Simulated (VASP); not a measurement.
# Ag (P6/mmm) in VASP: further runs, part 2 of 2

VASP 6.6.1.

### 5 Single point, r2SCAN

This run uses another cell than the first one: it holds 1 atom, not 3.

File POSCAR:

```
Ag
1.0
    2.7939576771      0.0000000000      0.0000000000
   -1.3969788386      2.4196383255      0.0000000000
    0.0000000000      0.0000000000      2.6106042045
Ag
1
Direct
    0.0000000000      0.0000000000      0.0000000000
```

File INCAR.step1:

```
PREC     = Accurate       # precision mode
ENCUT    = 520            # plane-wave cutoff, eV
ISMEAR   = 0              # smearing method
SIGMA    = 0.1            # smearing width, eV
LREAL    = False          # projectors in reciprocal space
LASPH    = True           # aspherical terms in the spheres
NELM     = 100            # most SCF steps
NBANDS   = 12             # bands
GGA      = PE             # functional
ALGO     = Normal         # electronic algorithm
EDIFF    = 1E-4           # SCF threshold, eV
LWAVE    = True           # write WAVECAR
LCHARG   = False          # write CHGCAR
```

File INCAR.step2:

```
PREC     = Accurate       # precision mode
ENCUT    = 520            # plane-wave cutoff, eV
EDIFF    = 1E-6           # SCF threshold, eV
ISMEAR   = 0              # smearing method
SIGMA    = 0.1            # smearing width, eV
LREAL    = False          # projectors in reciprocal space
LASPH    = True           # aspherical terms in the spheres
NELM     = 100            # most SCF steps
ALGO     = Normal         # electronic algorithm
ISIF     = 2              # what is computed and relaxed
LWAVE    = False          # write WAVECAR
LCHARG   = False          # write CHGCAR
METAGGA  = R2SCAN         # meta-GGA
LMIXTAU  = True         
NBANDS   = 12             # bands
ISTART   = 1
```

File KPOINTS:

```
Automatic mesh
0
Gamma
  9 9 8
```

Potentials or basis: VASP PAW PBE potentials, release 64 (Ag).

Run with:

```bash
> cat potpaw_PBE.64/Ag/POTCAR > POTCAR
> cp INCAR.step1 INCAR
> mpirun -np 1 vasp_std > vasp.out
> cp INCAR.step2 INCAR
> mpirun -np 1 vasp_std > vasp.out
```

OUTCAR:

```text
PREC = Accurate
   ENCUT = 520
   EDIFF = 1E-6
   ISMEAR = 0
   LREAL = False
   LASPH = True
   NELM = 100
   ISIF = 2
   METAGGA = R2SCAN
   ISTART = 1

 ion  position               nearest neighbor table
   1  0.000  0.000  0.000-

  LATTYP: Found a hexagonal cell.
 ALAT       =     2.7939576771
 C/A-ratio  =     0.9343750000

  Lattice vectors:

 A1 = (   2.7939576771,   0.0000000000,   0.0000000000)
 A2 = (  -1.3969788386,   2.4196383255,   0.0000000000)
 A3 = (   0.0000000000,   0.0000000000,   2.6106042045)

[... 529 lines left out ...]
      3       2.7253      2.00000
      4       3.7983      2.00000
      5       3.7983      2.00000
      6      12.5003      0.00000
      7      12.6510      0.00000
      8      12.6510      0.00000
      9      28.3143      0.00000
     10      28.3143      0.00000
     11      31.9049      0.00000
     12      36.0615      0.00000

 [... further k-points ...]
[... 5 lines left out ...]
  --------------------------------------------------------------------------------------
  -------------------------------------------------------------------------------------
  Total        0.2950632      0.2950632      1.5925052     -0.0000000     -0.0000000      0.0000000
  in kB       26.7863951     26.7863951    144.5706514     -0.0000000     -0.0000000      0.0000000
  external PRESSURE =      66.0478138 kB  Pullay stress =       0.0000000 kB

 VOLUME and BASIS-vectors are now :
 -----------------------------------------------------------------------------
  energy-cutoff  :      520.00
  volume of cell :       17.65
      direct lattice vectors                 reciprocal lattice vectors
     2.793957677  0.000000000  0.000000000     0.357915228  0.206642453  0.000000000
    -1.396978839  2.419638325  0.000000000     0.000000000  0.413284907  0.000000000
     0.000000000  0.000000000  2.610604204     0.000000000  0.000000000  0.383053087

 POSITION                                       TOTAL-FORCE (eV/Angst)
 -----------------------------------------------------------------------------------
      0.00000      0.00000      0.00000         0.000000      0.000000      0.000000
 -----------------------------------------------------------------------------------
    total drift:                               -0.000000      0.000000      0.000000

  FREE ENERGIE OF THE ION-ELECTRON SYSTEM (eV)
  ---------------------------------------------------
  free  energy   TOTEN  =       -21.1292630231 eV

  energy  without entropy=      -21.1274117738  energy(sigma->0) =      -21.12833740
```

OSZICAR.step1:

```text
N       E                     dE             d eps       ncg     rms          rms(c)
DAV:   1     0.521333987475E+02    0.52133E+02   -0.55283E+03  1456   0.831E+02
DAV:   2    -0.190830682720E+01   -0.54042E+02   -0.51314E+02  1672   0.192E+02
DAV:   3    -0.270984778369E+01   -0.80154E+00   -0.80125E+00  1680   0.249E+01
DAV:   4    -0.271247314733E+01   -0.26254E-02   -0.26253E-02  1668   0.148E+00
DAV:   5    -0.271249566078E+01   -0.22513E-04   -0.22514E-04  1704   0.123E-01    0.529E+00
DAV:   6    -0.248217847482E+01    0.23032E+00   -0.88317E-01  1592   0.835E+00    0.343E+00
DAV:   7    -0.247275664151E+01    0.94218E-02   -0.11170E-02  1640   0.970E-01    0.190E+00
DAV:   8    -0.246952827183E+01    0.32284E-02   -0.88866E-04  1636   0.225E-01    0.855E-02
DAV:   9    -0.246953586300E+01   -0.75912E-05   -0.98791E-06   948   0.241E-02
   1 F= -.24695359E+01 E0= -.24687521E+01  d E =-.156760E-02
```

It took 23 s on 1 thread of Intel Xeon 6975P-C, shared host; peak memory 0.14 GiB.

Results:

```yaml
Free_energy: -21.1293 eV
Pressure: 6.6 GPa
```

Levels at points of the mesh, in eV from the Fermi level:
```csv
k point,band 3,band 4,band 5,band 6,band 7,band 8,band 9,band 10
"(0.00, 0.00, 0.00)",-5.07,-5.07,-3.11,-3.11,15.54,16.80,19.97,19.97
"(0.00, 0.00, 0.50)",-4.79,-4.35,-4.35,-0.94,2.30,20.23,22.57,22.65
```

Caveat: the PAW data sets were made with another functional, which shifts forces and pressure a little.

### 6 Relaxation of cell and atoms, r2SCAN

This run uses another cell than the first one: it holds 1 atom, not 3.

POSCAR is that of step 5.

File INCAR.step1:

```
SYSTEM = Ag
PREC = Accurate
ENCUT = 600
ISMEAR = 0
SIGMA = 0.1
LREAL = .FALSE.
LASPH = .TRUE.
NELM = 60
GGA = PE
ALGO = Normal
EDIFF = 1E-4
LWAVE = .TRUE.
LCHARG = .FALSE.
```

File INCAR.step2:

```
SYSTEM = Ag
PREC = Accurate
ENCUT = 600
EDIFF = 1E-6
ISMEAR = 0
SIGMA = 0.1
LREAL = .FALSE.
LASPH = .TRUE.
NELM = 60
ALGO = Normal
ISIF = 3
LWAVE = .FALSE.
LCHARG = .FALSE.
METAGGA = R2SCAN
LMIXTAU = .TRUE.
IBRION = 2
NSW = 90
EDIFFG = -0.04
ISTART = 1
```

File KPOINTS:

```
Automatic mesh
0
G
  9 9 6
  0 0 0
```

Potentials or basis: VASP PAW PBE potentials, release 64 (Ag).

Run with:

```bash
> cat potpaw_PBE.64/Ag/POTCAR > POTCAR
> cp INCAR.step1 INCAR
> mpirun -np 1 vasp_std > vasp.out
> cp INCAR.step2 INCAR
> mpirun -np 1 vasp_std > vasp.out
```

OUTCAR:

```text
SYSTEM = Ag
   PREC = Accurate
   ENCUT = 600
   EDIFF = 1E-6
   ISMEAR = 0
   LREAL = .FALSE.
   LASPH = .TRUE.
   NELM = 60
   ISIF = 3
   METAGGA = R2SCAN
   IBRION = 2
   NSW = 90
   EDIFFG = -0.04
   ISTART = 1

 ion  position               nearest neighbor table
   1  0.000  0.000  0.000-

  LATTYP: Found a hexagonal cell.
 ALAT       =     2.7939576771
 C/A-ratio  =     0.9343750000

  Lattice vectors:

 A1 = (   2.7939576771,   0.0000000000,   0.0000000000)
 A2 = (  -1.3969788386,   2.4196383255,   0.0000000000)
 A3 = (   0.0000000000,   0.0000000000,   2.6106042045)

Analysis of symmetry for initial positions (statically):
=====================================================================
 Subroutine PRICEL returns:
 Original cell was already a primitive cell.
[... 248 lines left out ...]
  energy without entropy =      -21.18343107  energy(sigma->0) =      -21.18404249

 E-fermi :   6.7796     XC(G=0): -12.2084

 val. band max:        6.7303693503   @ k =   0.3333   0.0000   0.3333
 cond. band min:       6.9565842191   @ k =   0.1111  -0.0000   0.5000
 fundamental gap:      0.2262148688
 Fermi energy:         6.7795598981

 k-point     1 :       0.0000    0.0000    0.0000
  band No.  band energies     occupation
      1      -0.0871      2.00000
      2       0.7255      2.00000
      3       2.2346      2.00000
      4       2.2346      2.00000
      5       3.9339      2.00000
      6       3.9339      2.00000
      7      21.2770      0.00000
      8      23.9110      0.00000
      9      26.7312      0.00000
[... 265 lines left out ...]
 k-point    24 :       0.3333    0.3333    0.1667
  band No.  band energies     occupation
      1       2.1129      2.00000
      2       2.1147      2.00000
      3       2.1147      2.00000
      4       2.8856      2.00000
      5       2.8856      2.00000
      6      11.6541      0.00000
      7      12.1073      0.00000
      8      12.1073      0.00000
      9      25.4211      0.00000

 [... further k-points ...]
[... 5 lines left out ...]
  --------------------------------------------------------------------------------------
  -------------------------------------------------------------------------------------
  Total       -0.0369626     -0.0369626      0.0242243      0.0000000      0.0000000      0.0000000
  in kB       -3.1376735     -3.1376735      2.0563469      0.0000000      0.0000000      0.0000000
  external PRESSURE =      -1.4063333 kB  Pullay stress =       0.0000000 kB
[... 16 lines left out ...]
  FREE ENERGIE OF THE ION-ELECTRON SYSTEM (eV)
  ---------------------------------------------------
  free  energy   TOTEN  =       -21.1846539159 eV

  energy  without entropy=      -21.1834310666  energy(sigma->0) =      -21.18404249

 reached required accuracy - stopping structural energy minimisation
```

OSZICAR.step1:

```text
N       E                     dE             d eps       ncg     rms          rms(c)
DAV:   1     0.501398295857E+02    0.50140E+02   -0.62468E+03   864   0.124E+03
DAV:   2    -0.234117514045E+01   -0.52481E+02   -0.51059E+02   891   0.221E+02
DAV:   3    -0.272036177495E+01   -0.37919E+00   -0.37900E+00  1068   0.235E+01
DAV:   4    -0.272118457766E+01   -0.82280E-03   -0.82278E-03  1040   0.955E-01
DAV:   5    -0.272119160271E+01   -0.70251E-05   -0.70252E-05   950   0.797E-02    0.529E+00
DAV:   6    -0.249883878735E+01    0.22235E+00   -0.10316E+00   899   0.110E+01    0.346E+00
DAV:   7    -0.249020360563E+01    0.86352E-02   -0.88596E-03   963   0.106E+00    0.191E+00
DAV:   8    -0.248700540718E+01    0.31982E-02   -0.92935E-04   945   0.293E-01    0.521E-02
DAV:   9    -0.248701514332E+01   -0.97361E-05   -0.15433E-05   482   0.460E-02
   1 F= -.24870151E+01 E0= -.24861309E+01  d E =-.176857E-02
```

Wall time 59 s (1 thread of Intel Xeon 6975P-C, shared host); peak memory 0.16 GiB.

What came out:

```yaml
Free_energy: -21.1847 eV
Relaxed_volume: 18.87 Å³/atom
Relaxed_cell: a = 2.831 Å, b = 2.831 Å, c = 2.720 Å, α = 90.00°, β = 90.00°, γ = 120.00°
Space_group_after_relaxing_to_0.05_Å: P6/mmm (No. 191)
Energy_gained_by_relaxing: 34.4 meV/atom
Ionic_steps: 3
Pressure_after_relaxing: -0.1 GPa
```

The path:
```
step  energy change (eV)  largest force (eV/Å)  pressure (GPa)  volume (Å³)
   1              0.0000                0.0000            7.31        17.65
   2             -0.0211                0.0000           -3.68        19.77
   3             -0.0344                0.0000           -0.14        18.87
```

Final structure:
```cif
data_structure
_symmetry_space_group_name_H-M 'P 1'
_symmetry_Int_Tables_number 1
_cell_length_a 2.8306
_cell_length_b 2.8306
_cell_length_c 2.7201
_cell_angle_alpha 90.000
_cell_angle_beta 90.000
_cell_angle_gamma 120.000
_cell_volume 18.87
loop_
_atom_site_label
_atom_site_type_symbol
_atom_site_fract_x
_atom_site_fract_y
_atom_site_fract_z
_atom_site_occupancy
Ag1 Ag 0.00000 0.00000 0.00000 1
```

Caveat: the k points lie up to 0.38 Å⁻¹ apart in the final cell; the PAW data sets were made with another functional, which shifts forces and pressure a little.

### 7 Single point, r2SCAN

This run uses another cell than the first one: it holds 1 atom, not 3.

File POSCAR:

```
Ag
1.0
    2.8118132429      0.0000000000      0.0000000000
   -1.4059066215      2.4351016991      0.0000000000
    0.0000000000      0.0000000000      2.7406213471
Ag
1
Direct
    0.0000000000      0.0000000000      0.0000000000
```

File INCAR.step1:

```
PREC = Accurate
ENCUT = 520
ISMEAR = 0
SIGMA = 0.1
LREAL = F
LASPH = T
NELM = 80
NBANDS = 12
GGA = PE
ALGO = Normal
EDIFF = 1E-4
LWAVE = T
LCHARG = F
```

File INCAR.step2:

```
PREC = Accurate
ENCUT = 520
EDIFF = 1E-6
ISMEAR = 0
SIGMA = 0.1
LREAL = F
LASPH = T
NELM = 80
ALGO = Normal
ISIF = 2
LWAVE = F
LCHARG = F
METAGGA = R2SCAN
LMIXTAU = T
NBANDS = 12
ISTART = 1
```

File KPOINTS:

```
Automatic mesh
0
Gamma
  24 24 20
```

Run with:

```bash
> cat potpaw_PBE.64/Ag/POTCAR > POTCAR
> cp INCAR.step1 INCAR
> mpirun -np 1 vasp_std > vasp.out
> cp INCAR.step2 INCAR
> mpirun -np 1 vasp_std > vasp.out
```

Run time: 3.4 min. Hardware: 1 thread of Intel Xeon 6975P-C, shared host; peak memory 0.26 GiB.

It converged, with:

```
Free energy : -21.1671 eV
Pressure    : 0.1 GPa
```

Levels at points of the mesh, in eV from the Fermi level:
```
           k point  band 3  band 4  band 5  band 6  band 7  band 8  band 9  band 10
(0.00, 0.00, 0.00)   -4.96   -4.96   -3.23   -3.23   13.79   16.91   19.76    19.94
(0.50, 0.00, 0.00)   -4.36   -3.47   -2.95   -0.07    3.30   12.82   18.63    18.74
(0.00, 0.00, 0.50)   -4.76   -4.12   -4.12   -1.02    1.35   19.83   22.21    22.60
(0.50, 0.00, 0.50)   -4.53   -2.88   -2.55    4.38    5.12    9.58   10.99    17.15
```

Caveat: the PAW data sets were made with another functional, which shifts forces and pressure a little.

### 8 Overview

| task | cell | k mesh | cutoff (eV) | gap on the mesh (eV) | pressure (GPa) |
| --- | --- | --- | --- | --- | --- |
| single point | a = 4.716, b = 4.716, c = 2.753 Å, angles 90.0, 90.0, 120.0°, 3 atoms | 6 × 6 × 6 | 520 | none | 0.1 |
| single point | a = 4.849, b = 4.849, c = 2.973 Å, angles 90.0, 90.0, 120.0°, 3 atoms | 6 × 6 × 6 | 520 | none | -8.6 |
| single point | a = 2.829, b = 2.829, c = 2.723 Å, angles 90.0, 90.0, 120.0°, 1 atom | 9 × 9 × 6 | 520 | none | -0.1 |
| single point | a = 2.794, b = 2.794, c = 2.611 Å, angles 90.0, 90.0, 120.0°, 1 atom | 9 × 9 × 8 | 520 | none | 6.6 |
| relaxation of cell and atoms | relaxed from a = 2.794, b = 2.794, c = 2.611 Å, angles 90.0, 90.0, 120.0°, 1 atom | 9 × 9 × 6 | 600 | none | -0.1 |
| single point | a = 2.812, b = 2.812, c = 2.741 Å, angles 90.0, 90.0, 120.0°, 1 atom | 24 × 24 × 20 | 520 | none | 0.1 |

Alike in all rows: level r2SCAN; potentials or basis VASP PAW PBE potentials, release 64 (Ag); no spin polarisation; smearing gaussian 0.1 eV.

Caveats: some runs use coarse meshes; the PAW data sets were made with another functional, which shifts forces and pressure a little.

Absolute energies hang on the potentials; compare differences alone.
